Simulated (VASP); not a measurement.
Wanted: the native input for a VASP 6.6.1 run.

| Quantity | Value |
| --- | --- |
| Task | single point |
| Functional | PBE |
| Potentials or basis | VASP PAW PBE potentials, release 64 (Hf_pv, O) |
| Cutoff | 520 eV |
| k mesh | 6 × 6 × 6 |
| Occupations | gaussian, width 0.05 eV |
| Spin | no spin polarisation |
| Dipole correction | no |
| Further INCAR settings | ALGO = Normal; EDIFF = 1e-06; NBANDS = 56 |

The structure of HfO2 lies in POSCAR:

```
HfO2
1.0
    5.1150000000      0.0000000000      0.0000000000
    0.0000000000     -5.1150000000      0.0000000000
    0.0000000000      0.0000000000     -5.1150000000
Hf O
4 8
Direct
    0.0172802244      0.5172802244      0.5000000000
    0.5000000000      0.0000000000      0.5000000000
    0.5000000000      0.5000000000      0.0000000000
    0.0000000000      0.0000000000      0.0000000000
    0.2500000000      0.2500000000      0.2500000000
    0.7500000000      0.7500000000      0.2500000000
    0.7500000000      0.2500000000      0.7500000000
    0.2500000000      0.7500000000      0.7500000000
    0.7500000000      0.7500000000      0.7500000000
    0.2500000000      0.2500000000      0.7500000000
    0.2500000000      0.7500000000      0.2500000000
    0.7500000000      0.2500000000      0.2500000000
```

This cell differs from its parent crystal: atom 1 (Hf) moved +0.125 Å along Cartesian [1 -1 0].

These files were run (other wordings do the same):

INCAR

```
SYSTEM = HfO2
PREC = Accurate
ENCUT = 520
EDIFF = 1E-6
ISMEAR = 0
SIGMA = 0.05
LREAL = .FALSE.
LASPH = .TRUE.
NELM = 100
ALGO = Normal
ISIF = 2
LWAVE = .FALSE.
LCHARG = .TRUE.
GGA = PE
LELF = .TRUE.
LVHAR = .TRUE.
NBANDS = 56
```

KPOINTS

```
Automatic mesh
0
G
  6 6 6
  0 0 0
```

Potentials or basis: VASP PAW PBE potentials, release 64 (Hf_pv, O).

Command:

```console
$ cat potpaw_PBE.64/Hf_pv/POTCAR potpaw_PBE.64/O/POTCAR > POTCAR
$ mpirun -np 1 vasp_std > vasp.out
```

It gave:

```yaml
Pressure: -5.5 GPa
Largest_force: 1.720 eV/Å
Band_gap_on_the_k_mesh: 3.61 eV
```

Caveat: the cell differs from its parent crystal (atom 1 (Hf) moved +0.125 Å along Cartesian [1 -1 0]); the cell stands under tension; spin-orbit coupling is left out, which moves the levels of the heavy elements; forces of over 1 eV/Å act on the atoms, so gaps and moduli don't describe the material at rest.

It took 3.8 min on 1 thread of Intel(R) Xeon(R) Platinum 8488C (Sapphire Rapids), with other jobs on the host, peak memory 0.42 GiB.
